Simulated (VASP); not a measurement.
# Pb (P6_3/mmc) in VASP: further runs, part 2 of 2

VASP 6.6.1. The steps go on from the part before.

## Step 3: Single point, PBEsol

The input, INCAR:

```
ALGO = Normal ; EDIFF = 1E-6
ENCUT = 500 ; GGA = PS
GGA_COMPAT = False ; ISIF = 2
ISMEAR = 1 ; LASPH = True
LCHARG = False ; LREAL = False
LWAVE = False ; NBANDS = 21
NELM = 120 ; PREC = Accurate
SIGMA = 0.13605693122994
```

The input, KPOINTS:

```
k-points
0
Gamma
  3 3 2
```

The input, POSCAR:

```
Pb
1.0
    3.4715901269      0.0000000000      0.0000000000
   -1.7357950634      3.0064852414      0.0000000000
    0.0000000000      0.0000000000      5.9973895700
Pb
2
Direct
    0.3333333333      0.6666666667      0.2500000000
    0.6666666667      0.3333333333      0.7500000000
```

Potentials or basis: VASP PAW PBE potentials, release 64 (Pb_d).

The run is started by

```sh
$ cat potpaw_PBE.64/Pb_d/POTCAR > POTCAR
$ mpirun -np 1 vasp_std > vasp.out
```

OUTCAR:

```text
EDIFF = 1E-6
   ENCUT = 500
   GGA = PS
   ISIF = 2
   ISMEAR = 1
   LASPH = True
   LREAL = False
   NELM = 120
   PREC = Accurate

 ion  position               nearest neighbor table
   1  0.333  0.667  0.250-   2 3.61   2 3.61   2 3.61   2 3.61   2 3.61   2 3.61
   2  0.667  0.333  0.750-   1 3.61   1 3.61   1 3.61   1 3.61   1 3.61   1 3.61

  LATTYP: Found a hexagonal cell.
 ALAT       =     3.4715901269
 C/A-ratio  =     1.7275626876

  Lattice vectors:

 A1 = (   3.4715901269,   0.0000000000,   0.0000000000)
 A2 = (  -1.7357950634,   3.0064852414,   0.0000000000)
 A3 = (   0.0000000000,   0.0000000000,   5.9973895700)

Analysis of symmetry for initial positions (statically):
=====================================================================
 Subroutine PRICEL returns:
 Original cell was already a primitive cell.

 Routine SETGRP: Setting up the symmetry group for a
 hexagonal supercell.

 Subroutine GETGRP returns: Found 24 space group operations
 (whereof 12 operations were pure point group operations)
 out of a pool of 24 trial point group operations.

The static configuration has the point symmetry D_3d.
 The point group associated with its full space group is D_6h.

Analysis of symmetry for dynamics (positions and initial velocities):
=====================================================================
 Subroutine PRICEL returns:
 Original cell was already a primitive cell.

 Routine SETGRP: Setting up the symmetry group for a
 hexagonal supercell.

 Subroutine GETGRP returns: Found 24 space group operations
 (whereof 12 operations were pure point group operations)
 out of a pool of 24 trial point group operations.

The dynamic configuration has the point symmetry D_3d.
 The point group associated with its full space group is D_6h.

 Subroutine INISYM returns: Found 24 space group operations
 (whereof 12 operations are pure point group operations),
 and found     1 'primitive' translations

----------------------------------------------------------------------------------------

                                     Primitive cell

  volume of cell :      62.5965

  direct lattice vectors                    reciprocal lattice vectors
     3.471590127  0.000000000  0.000000000     0.288052438  0.166307153  0.000000000
    -1.735795063  3.006485241  0.000000000     0.000000000  0.332614305  0.000000000
     0.000000000  0.000000000  5.997389570     0.000000000  0.000000000  0.166739210

  length of vectors
     3.471590127  3.471590127  5.997389570     0.332614305  0.332614305  0.166739210

  position of ions in fractional coordinates (direct lattice)
     0.333333333  0.666666667  0.250000000
     0.666666667  0.333333333  0.750000000

  ion indices of the primitive-cell ions
   primitive index   ion index
                 1           1
                 2           2

----------------------------------------------------------------------------------------

 KPOINTS: k-points

Automatic generation of k-mesh.
 Grid dimensions read from file:
 generate k-points for:    3    3    2

 Generating k-lattice:

  Cartesian coordinates                     Fractional coordinates (reciprocal lattice)
     0.096017479  0.055435718  0.000000000     0.333333333  0.000000000  0.000000000
     0.000000000  0.110871435  0.000000000     0.000000000  0.333333333  0.000000000
     0.000000000  0.000000000  0.083369605     0.000000000  0.000000000  0.500000000

  Length of vectors
     0.110871435  0.110871435  0.083369605

  Shift w.r.t. Gamma in fractional coordinates (k-lattice)
     0.000000000  0.000000000  0.000000000

 Subroutine IBZKPT returns following result:
 ===========================================

 Found      6 irreducible k-points:

 Following reciprocal coordinates:
            Coordinates               Weight
  0.000000  0.000000  0.000000      1.000000
  0.333333  0.000000  0.000000      6.000000
  0.333333  0.333333  0.000000      2.000000
  0.000000  0.000000  0.500000      1.000000
  0.333333  0.000000  0.500000      6.000000
  0.333333  0.333333  0.500000      2.000000
   k-points           NKPTS =      6   k-points in BZ     NKDIM =      6   number of bands    NBANDS=     21
   number of dos      NEDOS =    301   number of ions     NIONS =      2
   total plane-waves  NPLWV =  37632
   dimension x,y,z NGX =    28 NGY =   28 NGZ =   48
   dimension x,y,z NGXF=    56 NGYF=   56 NGZF=   96
   ions per type =               2
   NGX,Y,Z   is equivalent  to a cutoff of  13.41, 13.41, 13.31 a.u.
   NGXF,Y,Z  is equivalent  to a cutoff of  26.82, 26.82, 26.61 a.u.
 SYSTEM =  unknown system
   PREC   = accura    normal or accurate (medium, high low for compatibility)
   ISTART =      0    job   : 0-new  1-cont  2-samecut
   ICHARG =      2    charge: 1-file 2-atom 10-const
   ISPIN  =      1    spin polarized calculation?
   LNONCOLLINEAR =      F non collinear calculations
   LSORBIT =      F    spin-orbit coupling
   LASPH  =      T    aspherical Exc in radial PAW
   ENCUT  =  500.0 eV  36.75 Ry    6.06 a.u.   6.33  6.33 10.93*2*pi/ulx,y,z
   NELM   =    120;   NELMIN=  2; NELMDL= -5     # of ELM steps
   EDIFF  = 0.1E-05   stopping-criterion for ELM
   LREAL  =      F    real-space projection
   EDIFFG = 0.1E-04   stopping-criterion for IOM
   NSW    =      0    number of steps for IOM
   IBRION =     -1    ionic relax: 0-MD 1-quasi-New 2-CG
   NFREE  =      0    steps in history (QN), initial steepest desc. (CG)
   ISIF   =      2    stress and relaxation
   ISYM   =      2    0-nonsym 1-usesym 2-fastsym
   POTIM  = 0.5000    time-step for ionic-motion
   TEBEG  =    0.0;   TEEND  =   0.0 temperature during run
   PSTRESS=    0.0 pullay stress
   NELECT =      28.0000    total number of electrons
   NUPDOWN=      -1.0000    fix difference up-down
   EMIN   =  10.00;   EMAX   =-10.00  energy-range for DOS
   EFERMI =   0.00;   METHOD = LEGACY
   ISMEAR =     1;   SIGMA  =   0.14  broadening in eV -4-tet -1-fermi 0-gaus
   EFERMI_NEDOS =   21; number of points for ismear=-14 and -15
   IALGO  =     38    algorithm
   IMIX   =      4    mixing-type and parameters
     AMIX     =   0.40;   BMIX     =  1.00
     AMIX_MAG =   1.60;   BMIX_MAG =  1.00
  volume/ion in A,a.u.               =      31.30       211.21
  Fermi-wavevector in a.u.,A,eV,Ry     =   1.252019  2.365973 21.327833  1.567552
  Thomas-Fermi vector in A             =   2.385939
   LORBIT       =      0    0 simple, 1 ext, 2 COOP (PROOUT), +10 PAW based schemes
   GGA     = PS    functional components
   LHFCALC =     F    Hartree Fock is set to
   AEXX    =    0.0000 exact exchange contribution
   IVDW    =     0    specifies the selected vdW correction
   LEPSILON=     F    determine dielectric tensor
   LRPA    =     F    only Hartree local field effects (RPA)
 non-spin polarized calculation
 Methfessel and Paxton  Order N= 1 SIGMA  =   0.14
  energy-cutoff  :      500.00
  volume of cell :       62.60
 maximum number of plane-waves:      1605
 NGX is ok and might be reduce to    28
   NGX = 13   NGY = 13   NGZ = 21

 number of electron      28.0000001 magnetization

 Free energy of the ion-electron system (eV)
  ---------------------------------------------------
  ext. energy  EPLUGINS =         0.00000000
  ---------------------------------------------------
  free energy    TOTEN  =        -8.01182289 eV

  energy without entropy =       -8.00558522  energy(sigma->0) =       -8.00974367

 E-fermi :   5.9362     XC(G=0): -10.1994

 val. band max:        5.3352195565   @ k =   0.3333   0.0000   0.5000
 cond. band min:       5.9785493333   @ k =   0.3333   0.3333   0.0000
 fundamental gap:      0.6433297768
 Fermi energy:         5.9361617536

 k-point     1 :       0.0000    0.0000    0.0000
  band No.  band energies     occupation
      1     -10.3008      2.00000
      2     -10.3001      2.00000
      3     -10.2375      2.00000
      4     -10.2375      2.00000
      5     -10.2225      2.00000
      6     -10.2225      2.00000
[... 13 lines left out ...]
     20      16.1155      0.00000
     21      17.1644      0.00000
[... 97 lines left out ...]
 k-point     6 :       0.3333    0.3333    0.5000
  band No.  band energies     occupation
      1     -10.2726      2.00000
      2     -10.2726      2.00000
      3     -10.1873      2.00000
      4     -10.1873      2.00000
      5     -10.1176      2.00000
      6     -10.1176      2.00000
[... 13 lines left out ...]
     20      14.9924      0.00000
     21      15.0697      0.00000

------------------------ aborting loop because EDIFF is reached ----------------------------------------

  FORCE on cell =-STRESS in cart. coord.  units (eV):
  Direction    XX          YY          ZZ          XY          YZ          ZX
  --------------------------------------------------------------------------------------
  -------------------------------------------------------------------------------------
  Total        1.8692438      1.8692438     -6.8570879      0.0000000      0.0000000      0.0000000
  in kB       47.8439198     47.8439198   -175.5094563      0.0000000      0.0000000      0.0000000
  external PRESSURE =     -26.6072055 kB  Pullay stress =       0.0000000 kB

 VOLUME and BASIS-vectors are now :
 -----------------------------------------------------------------------------
  energy-cutoff  :      500.00
  volume of cell :       62.60
      direct lattice vectors                 reciprocal lattice vectors
     3.471590127  0.000000000  0.000000000     0.288052438  0.166307153  0.000000000
    -1.735795063  3.006485241  0.000000000     0.000000000  0.332614305  0.000000000
     0.000000000  0.000000000  5.997389570     0.000000000  0.000000000  0.166739210

 POSITION                                       TOTAL-FORCE (eV/Angst)
 -----------------------------------------------------------------------------------
     -0.00000      2.00432      1.49935        -0.000000      0.000000      0.000000
      1.73580      1.00216      4.49804         0.000000      0.000000      0.000000
 -----------------------------------------------------------------------------------
    total drift:                                0.000000     -0.000000      0.000000

  FREE ENERGIE OF THE ION-ELECTRON SYSTEM (eV)
  ---------------------------------------------------
  free  energy   TOTEN  =        -8.0118228875 eV

  energy  without entropy=       -8.0055852203  energy(sigma->0) =       -8.00974367
```

Run time: 6.8 s. Hardware: 1 thread of Intel Xeon Platinum 8488C (Sapphire Rapids), shared host; peak memory 0.17 GiB.

Results:

| Property | Result |
| --- | --- |
| Free energy | -8.0118 eV |
| Pressure | -2.7 GPa |
| Band gap on the k mesh | zero (band 14 reaches 12.75 eV, above the bottom of band 15 at 5.30 eV) |

Stress tensor (GPa, compression positive):
```
  4.78   0.00   0.00
  0.00   4.78   0.00
  0.00   0.00 -17.55
```

Levels at points of the mesh, in eV from the Fermi level:
```
           k point  band 11  band 12  band 13  band 14  band 15  band 16
(0.00, 0.00, 0.00)   -10.77    -7.78    -3.37     6.81     6.81     7.05
(0.00, 0.00, 0.50)    -9.72    -9.72     0.89     0.89     7.53     7.53
```

Caveat: the k points lie up to 0.70 Å⁻¹ apart; the PAW data sets were made with another functional, which shifts forces and pressure a little; spin-orbit coupling is left out, which moves the levels of the heavy elements.

## Step 4: Single point, PBE

The input, INCAR:

```
SYSTEM = Pb
PREC = Accurate
ENCUT = 500
EDIFF = 1E-6
ISMEAR = 0
SIGMA = 0.1
LREAL = .False.
LASPH = .True.
NELM = 120
ALGO = Normal
ISIF = 2
LWAVE = .False.
LCHARG = .True.
GGA = PE
LELF = .True.
LVHAR = .True.
ISYM = 0
NBANDS = 21
GGA_COMPAT = .False.
```

The input, KPOINTS:

```
regular mesh
0
Gamma
  6 2 1
  0 0 0
```

POSCAR is that of step 3.

The run is started by

```sh
$ cat potpaw_PBE.64/Pb_d/POTCAR > POTCAR
$ mpirun -np 1 vasp_std > vasp.out
```

Run time: 9.4 s. Hardware: 1 thread of Intel Xeon Platinum 8488C (Sapphire Rapids), shared host; peak memory 0.17 GiB.

Results (log left out):

| Property | Result |
| --- | --- |
| Free energy | -7.7062 eV |
| Pressure | -0.1 GPa |
| Largest force | 0.313 eV/Å |
| Band gap on the k mesh | zero (band 14 reaches 12.89 eV, above the bottom of band 15 at 6.20 eV) |

Forces in eV/Å, atoms in the order of the input:
```
Pb  -0.271 -0.157  0.000
Pb   0.271  0.157  0.000
```

Stress tensor (GPa, compression positive):
```
 -5.11   4.55   0.00
  4.55 -10.37   0.00
  0.00   0.00  15.24
```

Levels at points of the mesh, in eV from the Fermi level:
```
           k point  band 11  band 12  band 13  band 14  band 15  band 16  band 17  band 18
(0.00, 0.00, 0.00)   -10.85    -7.85    -3.50     6.65     6.79     6.92     8.20     8.34
(0.50, 0.00, 0.00)    -7.37    -6.33    -2.40    -1.12     0.25     2.31     3.18     6.17
(0.00, 0.50, 0.00)    -7.38    -6.33    -2.31    -1.04     0.21     2.35     3.15     6.13
(0.50, 0.50, 0.00)    -7.38    -6.33    -2.31    -1.04     0.21     2.35     3.15     6.13
```

Caveat: the k points lie up to 1.05 Å⁻¹ apart; spin-orbit coupling is left out, which moves the levels of the heavy elements.

## Step 5: Overview

```tsv
level	k mesh	smearing	gap on the mesh (eV)	pressure (GPa)
PBE	3 × 3 × 2	gaussian 0.1 eV	none	0.0
PBEsol	3 × 3 × 2	methfessel-paxton 0.136057 eV	none	-2.7
PBE	6 × 2 × 1	gaussian 0.1 eV	none	-0.1
```

Alike in all rows: task single point; potentials or basis VASP PAW PBE potentials, release 64 (Pb_d); no spin polarisation; cell as given; cutoff (eV) 500.

Caveats: all runs use coarse meshes; spin-orbit coupling is left out, which moves the levels of the heavy elements; the PAW data sets were made with another functional, which shifts forces and pressure a little (some runs).

Absolute energies hang on the potentials; compare differences alone.
